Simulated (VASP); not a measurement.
# YLu2F3 (P6/mmm) in VASP: a series of runs

Runs on YLu2F3. Level: PBE. Tasks: single point.

Everything below comes from runs of VASP 6.6.1. Logs are shortened: lines on timing, memory, paths and dates and some standing lists are left out, and cuts for length are marked.

**1. The cell of the first run**

It takes space group P6/mmm (No. 191, hexagonal). The conventional cell has a = 5.839 Å, b = 5.839 Å, c = 3.299 Å, α = 90.00°, β = 90.00°, γ = 120.00°. Y (site symmetry 6/mmm) has 2 Y at 3.30 Å and 12 F at 3.35 Å and 6 Lu at 3.37 Å within 4.3 Å. Lu (site symmetry -6m2) has 6 F at 2.36 Å within 3.1 Å. Within 3.1 Å of F (site symmetry mmm) lie 4 Lu at 2.36 Å and 4 F at 2.92 Å.

**2. Single point, PBE**

Input file INCAR:

```
PREC     = Accurate       # precision mode
ENCUT    = 520            # plane-wave cutoff, eV
EDIFF    = 1E-6           # SCF threshold, eV
ISMEAR   = 0              # smearing method
SIGMA    = 0.1            # smearing width, eV
LREAL    = F              # projectors in reciprocal space
LASPH    = T              # aspherical terms in the spheres
NELM     = 80             # most SCF steps
ALGO     = Normal         # electronic algorithm
ISIF     = 2              # what is computed and relaxed
LWAVE    = F              # write WAVECAR
LCHARG   = F              # write CHGCAR
GGA      = PE             # functional
NBANDS   = 50             # bands
```

Input file KPOINTS:

```
Automatic mesh
0
Gamma
  3 3 6
```

Input file POSCAR:

```
YLu2F3
1.0
    5.8385941800      0.0000000000      0.0000000000
   -2.9192970900      5.0563708800      0.0000000000
    0.0000000000      0.0000000000      3.2988223200
Y Lu F
1 2 3
Direct
    0.0000000000      0.0000000000      0.0000000000
    0.3333333300      0.6666666700      0.0000000000
    0.6666666700      0.3333333300      0.0000000000
    0.5000000000      0.0000000000      0.5000000000
    0.5000000000      0.5000000000      0.5000000000
    0.0000000000      0.5000000000      0.5000000000
```

Potentials or basis: VASP PAW PBE potentials, release 64 (Y_sv, Lu, F).

Run with:

```
> cat potpaw_PBE.64/Y_sv/POTCAR potpaw_PBE.64/Lu/POTCAR potpaw_PBE.64/F/POTCAR > POTCAR
> mpirun -np 1 vasp_std > vasp.out
```

OUTCAR:

```text
PREC = Accurate
   ENCUT = 520
   EDIFF = 1E-6
   ISMEAR = 0
   LREAL = F
   LASPH = T
   NELM = 80
   ISIF = 2
   GGA = PE

 ion  position               nearest neighbor table
   1  0.000  0.000  0.000-   2 3.37   3 3.37   2 3.37   3 3.37   3 3.37   2 3.37
   2  0.333  0.667  0.000-   4 2.36   4 2.36   6 2.36   6 2.36   5 2.36   5 2.36   3 3.37   1 3.37
                             3 3.37   1 3.37   1 3.37   3 3.37
   3  0.667  0.333  0.000-   4 2.36   4 2.36   6 2.36   6 2.36   5 2.36   5 2.36   2 3.37   1 3.37
                             2 3.37   1 3.37   1 3.37   2 3.37
   4  0.500  0.000  0.500-   2 2.36   3 2.36   2 2.36   3 2.36
   5  0.500  0.500  0.500-   2 2.36   3 2.36   2 2.36   3 2.36
   6  0.000  0.500  0.500-   2 2.36   3 2.36   2 2.36   3 2.36

  LATTYP: Found a hexagonal cell.
 ALAT       =     5.8385941800
 C/A-ratio  =     0.5650028446

  Lattice vectors:

 A1 = (   5.8385941800,   0.0000000000,   0.0000000000)
 A2 = (  -2.9192970900,   5.0563708800,   0.0000000000)
 A3 = (   0.0000000000,   0.0000000000,   3.2988223200)

Analysis of symmetry for initial positions (statically):
=====================================================================
 Subroutine PRICEL returns:
 Original cell was already a primitive cell.

 Routine SETGRP: Setting up the symmetry group for a
 hexagonal supercell.

 Subroutine GETGRP returns: Found 24 space group operations
 (whereof 24 operations were pure point group operations)
 out of a pool of 24 trial point group operations.

The static configuration has the point symmetry D_6h.

Analysis of symmetry for dynamics (positions and initial velocities):
=====================================================================
 Subroutine PRICEL returns:
 Original cell was already a primitive cell.

 Routine SETGRP: Setting up the symmetry group for a
 hexagonal supercell.

 Subroutine GETGRP returns: Found 24 space group operations
 (whereof 24 operations were pure point group operations)
 out of a pool of 24 trial point group operations.

The dynamic configuration has the point symmetry D_6h.

 Subroutine INISYM returns: Found 24 space group operations
 (whereof 24 operations are pure point group operations),
 and found     1 'primitive' translations

----------------------------------------------------------------------------------------

                                     Primitive cell

  volume of cell :      97.3882

  direct lattice vectors                    reciprocal lattice vectors
     5.838594180  0.000000000  0.000000000     0.171274106  0.098885151  0.000000000
    -2.919297090  5.056370880  0.000000000     0.000000000  0.197770303  0.000000000
     0.000000000  0.000000000  3.298822320     0.000000000  0.000000000  0.303138485

  length of vectors
     5.838594180  5.838594178  3.298822320     0.197770303  0.197770303  0.303138485

  position of ions in fractional coordinates (direct lattice)
     0.000000000  0.000000000  0.000000000
     0.333333330  0.666666670  0.000000000
     0.666666670  0.333333330  0.000000000
     0.500000000  0.000000000  0.500000000
     0.500000000  0.500000000  0.500000000
     0.000000000  0.500000000  0.500000000

  ion indices of the primitive-cell ions
   primitive index   ion index
                 1           1
                 2           2
                 3           3
                 4           4
                 5           5
                 6           6

----------------------------------------------------------------------------------------

 KPOINTS: Automatic mesh

Automatic generation of k-mesh.
 Grid dimensions read from file:
 generate k-points for:    3    3    6

 Generating k-lattice:

  Cartesian coordinates                     Fractional coordinates (reciprocal lattice)
     0.057091369  0.032961717  0.000000000     0.333333333  0.000000000  0.000000000
     0.000000000  0.065923434  0.000000000     0.000000000  0.333333333  0.000000000
     0.000000000  0.000000000  0.050523081     0.000000000  0.000000000  0.166666667

  Length of vectors
     0.065923434  0.065923434  0.050523081

  Shift w.r.t. Gamma in fractional coordinates (k-lattice)
     0.000000000  0.000000000  0.000000000

 Subroutine IBZKPT returns following result:
 ===========================================

 Found     12 irreducible k-points:

 Following reciprocal coordinates:
            Coordinates               Weight
  0.000000  0.000000  0.000000      1.000000
  0.333333  0.000000  0.000000      6.000000
  0.333333  0.333333  0.000000      2.000000
  0.000000  0.000000  0.166667      2.000000
  0.333333  0.000000  0.166667     12.000000
  0.333333  0.333333  0.166667      4.000000
  0.000000  0.000000  0.333333      2.000000
  0.333333  0.000000  0.333333     12.000000
  0.333333  0.333333  0.333333      4.000000
  0.000000  0.000000  0.500000      1.000000
  0.333333  0.000000  0.500000      6.000000
  0.333333  0.333333  0.500000      2.000000
   k-points           NKPTS =     12   k-points in BZ     NKDIM =     12   number of bands    NBANDS=     50
   number of dos      NEDOS =    301   number of ions     NIONS =      6
   total plane-waves  NPLWV =  64512
   dimension x,y,z NGX =    48 NGY =   48 NGZ =   28
   dimension x,y,z NGXF=    96 NGYF=   96 NGZF=   56
   ions per type =               1   2   3
   NGX,Y,Z   is equivalent  to a cutoff of  13.67, 13.67, 14.11 a.u.
   NGXF,Y,Z  is equivalent  to a cutoff of  27.33, 27.33, 28.22 a.u.
 SYSTEM =  unknown system
   PREC   = accura    normal or accurate (medium, high low for compatibility)
   ISTART =      0    job   : 0-new  1-cont  2-samecut
   ICHARG =      2    charge: 1-file 2-atom 10-const
   ISPIN  =      1    spin polarized calculation?
   LNONCOLLINEAR =      F non collinear calculations
   LSORBIT =      F    spin-orbit coupling
   LASPH  =      T    aspherical Exc in radial PAW
   ENCUT  =  520.0 eV  38.22 Ry    6.18 a.u.  10.86 10.86  6.13*2*pi/ulx,y,z
   NELM   =     80;   NELMIN=  2; NELMDL= -5     # of ELM steps
   EDIFF  = 0.1E-05   stopping-criterion for ELM
   LREAL  =      F    real-space projection
   EDIFFG = 0.1E-04   stopping-criterion for IOM
   NSW    =      0    number of steps for IOM
   IBRION =     -1    ionic relax: 0-MD 1-quasi-New 2-CG
   NFREE  =      0    steps in history (QN), initial steepest desc. (CG)
   ISIF   =      2    stress and relaxation
   ISYM   =      2    0-nonsym 1-usesym 2-fastsym
   POTIM  = 0.5000    time-step for ionic-motion
   TEBEG  =    0.0;   TEEND  =   0.0 temperature during run
   PSTRESS=    0.0 pullay stress
   NELECT =      82.0000    total number of electrons
   NUPDOWN=      -1.0000    fix difference up-down
   EMIN   =  10.00;   EMAX   =-10.00  energy-range for DOS
   EFERMI =   0.00;   METHOD = LEGACY
   ISMEAR =     0;   SIGMA  =   0.10  broadening in eV -4-tet -1-fermi 0-gaus
   EFERMI_NEDOS =   21; number of points for ismear=-14 and -15
   IALGO  =     38    algorithm
   IMIX   =      4    mixing-type and parameters
     AMIX     =   0.40;   BMIX     =  1.00
     AMIX_MAG =   1.60;   BMIX_MAG =  1.00
  volume/ion in A,a.u.               =      16.23       109.53
  Fermi-wavevector in a.u.,A,eV,Ry     =   1.545886  2.921301 32.514698  2.389763
  Thomas-Fermi vector in A             =   2.651201
   LORBIT       =      0    0 simple, 1 ext, 2 COOP (PROOUT), +10 PAW based schemes
   GGA     = PE    functional components
   LHFCALC =     F    Hartree Fock is set to
   AEXX    =    0.0000 exact exchange contribution
   IVDW    =     0    specifies the selected vdW correction
   LEPSILON=     F    determine dielectric tensor
   LRPA    =     F    only Hartree local field effects (RPA)
 non-spin polarized calculation
 Gauss-broadening in eV      SIGMA  =   0.10
  energy-cutoff  :      520.00
  volume of cell :       97.39
 maximum number of plane-waves:      2646
 NGX is ok and might be reduce to    48
   NGX = 21   NGY = 21   NGZ = 13

 number of electron      82.0000005 magnetization

 Free energy of the ion-electron system (eV)
  ---------------------------------------------------
  ext. energy  EPLUGINS =         0.00000000
  ---------------------------------------------------
  free energy    TOTEN  =       -30.93906046 eV

  energy without entropy =      -30.90142439  energy(sigma->0) =      -30.92024242

 E-fermi :   5.2631     XC(G=0): -11.0914

 val. band max:        5.2271847651   @ k =   0.3333   0.0000   0.0000
 cond. band min:       5.2756633123   @ k =   0.3333   0.0000   0.3333
 fundamental gap:      0.0484785472
 Fermi energy:         5.2630844356

 k-point     1 :       0.0000    0.0000    0.0000
  band No.  band energies     occupation
      1     -52.5406      2.00000
      2     -52.5171      2.00000
      3     -37.5557      2.00000
      4     -24.0017      2.00000
      5     -24.0017      2.00000
      6     -23.2785      2.00000
[... 42 lines left out ...]
     49       7.7293      0.00000
     50       7.7293      0.00000

 k-point     2 :       0.3333    0.0000    0.0000
  band No.  band energies     occupation
      1     -52.5356      2.00000
      2     -52.5220      2.00000
      3     -37.5559      2.00000
      4     -24.0165      2.00000
      5     -23.8835      2.00000
      6     -23.4038      2.00000
[... 42 lines left out ...]
     49       8.1004      0.00000
     50       8.4757      0.00000

 k-point     3 :       0.3333    0.3333    0.0000
  band No.  band energies     occupation
      1     -52.5288      2.00000
      2     -52.5288      2.00000
      3     -37.5560      2.00000
      4     -24.0223      2.00000
      5     -23.6787      2.00000
      6     -23.6787      2.00000
[... 466 lines left out ...]
     49       8.3889      0.00000
     50       9.3347      0.00000

 k-point    12 :       0.3333    0.3333    0.5000
  band No.  band energies     occupation
      1     -52.5075      2.00000
      2     -52.5075      2.00000
      3     -37.4960      2.00000
      4     -24.2680      2.00000
      5     -24.2680      2.00000
      6     -23.3363      2.00000
[... 42 lines left out ...]
     49       8.9195      0.00000
     50       9.1086      0.00000

------------------------ aborting loop because EDIFF is reached ----------------------------------------

  FORCE on cell =-STRESS in cart. coord.  units (eV):
  Direction    XX          YY          ZZ          XY          YZ          ZX
  --------------------------------------------------------------------------------------
  -------------------------------------------------------------------------------------
  Total        3.2279292      3.2279291     16.5675766      0.0000000     -0.0000000      0.0000000
  in kB       53.1041474     53.1041473    272.5608239      0.0000000     -0.0000000      0.0000000
  external PRESSURE =     126.2563729 kB  Pullay stress =       0.0000000 kB

 VOLUME and BASIS-vectors are now :
 -----------------------------------------------------------------------------
  energy-cutoff  :      520.00
  volume of cell :       97.39
      direct lattice vectors                 reciprocal lattice vectors
     5.838594180  0.000000000  0.000000000     0.171274106  0.098885151  0.000000000
    -2.919297090  5.056370880  0.000000000     0.000000000  0.197770303  0.000000000
     0.000000000  0.000000000  3.298822320     0.000000000  0.000000000  0.303138485

 POSITION                                       TOTAL-FORCE (eV/Angst)
 -----------------------------------------------------------------------------------
      0.00000      0.00000      0.00000        -0.000000      0.000000      0.000000
     -0.00000      3.37091      0.00000        -0.000000      0.000000      0.000000
      2.91930      1.68546      0.00000         0.000000     -0.000000      0.000000
      2.91930      0.00000      1.64941        -0.000000      0.000000      0.000000
      1.45965      2.52819      1.64941        -0.000000      0.000000      0.000000
     -1.45965      2.52819      1.64941        -0.000000      0.000000      0.000000
 -----------------------------------------------------------------------------------
    total drift:                               -0.000000      0.000000     -0.000000

  FREE ENERGIE OF THE ION-ELECTRON SYSTEM (eV)
  ---------------------------------------------------
  free  energy   TOTEN  =       -30.9390604585 eV

  energy  without entropy=      -30.9014243908  energy(sigma->0) =      -30.92024242
```

Wall time 38 s (1 thread of Intel Xeon 6975P-C (Granite Rapids), shared host); peak memory 0.28 GiB.

What came out:

| Quantity | Value |
| --- | --- |
| Free energy | -30.9391 eV |
| Pressure | 12.6 GPa |
| Band gap on the k mesh | zero (band 41 reaches 5.72 eV, above the bottom of band 42 at 4.88 eV) |

Caveat: the k points lie up to 0.41 Å⁻¹ apart; spin-orbit coupling is left out, which moves the levels of the heavy elements.

**3. Single point, PBE**

This run uses another cell than the first one, of 18.69 Å³/atom, 1.152 times its volume.

Input file INCAR:

```
SYSTEM = YLu2F3
  PREC = Accurate
  ENCUT = 520
  EDIFF = 1E-6
  ISMEAR = 0
  SIGMA = 0.1
  LREAL = .FALSE.
  LASPH = .TRUE.
  NELM = 100
  ALGO = Normal
  ISIF = 2
  LWAVE = .FALSE.
  LCHARG = .FALSE.
  GGA = PE
  NBANDS = 50
```

Input file KPOINTS:

```
regular mesh
0
G
  3 3 6
  0 0 0
```

Input file POSCAR:

```
YLu2F3
1.0
    5.8492819864      0.0000000000      0.0000000000
   -2.9246409932      5.0656267941      0.0000000000
    0.0000000000      0.0000000000      3.7855546624
Y Lu F
1 2 3
Direct
    0.0000000000      0.0000000000      0.0000000000
    0.3333333333      0.6666666667      0.0000000000
    0.6666666667      0.3333333333      0.0000000000
    0.5000000000      0.0000000000      0.5000000000
    0.5000000000      0.5000000000      0.5000000000
    0.0000000000      0.5000000000      0.5000000000
```

Potentials or basis: VASP PAW PBE potentials, release 64 (Y_sv, Lu, F).

Run with:

```
> cat potpaw_PBE.64/Y_sv/POTCAR potpaw_PBE.64/Lu/POTCAR potpaw_PBE.64/F/POTCAR > POTCAR
> mpirun -np 1 vasp_std > vasp.out
```

Wall time 47 s (1 thread of Intel Xeon 6975P-C (Granite Rapids), shared host); peak memory 0.28 GiB.

It converged, with:

| Item | Value |
| --- | --- |
| Free energy | -32.1449 eV |
| Pressure | 0.0 GPa |
| Band gap on the k mesh | zero (band 41 reaches 4.44 eV, above the bottom of band 42 at 3.65 eV) |

Stress tensor (GPa, compression positive):
```
-0.03  0.00  0.00
 0.00 -0.03  0.00
 0.00  0.00  0.20
```

Levels at points of the mesh, in eV from the Fermi level:
```csv
k point,band 38,band 39,band 40,band 41,band 42,band 43,band 44,band 45
"(0.00, 0.00, 0.00)",-5.99,-4.13,-0.89,0.32,0.32,0.78,0.78,0.91
"(0.00, 0.00, 0.50)",-6.04,-2.04,0.32,0.32,1.01,1.01,1.07,1.07
```

Caveat: the k points lie up to 0.41 Å⁻¹ apart; spin-orbit coupling is left out, which moves the levels of the heavy elements.
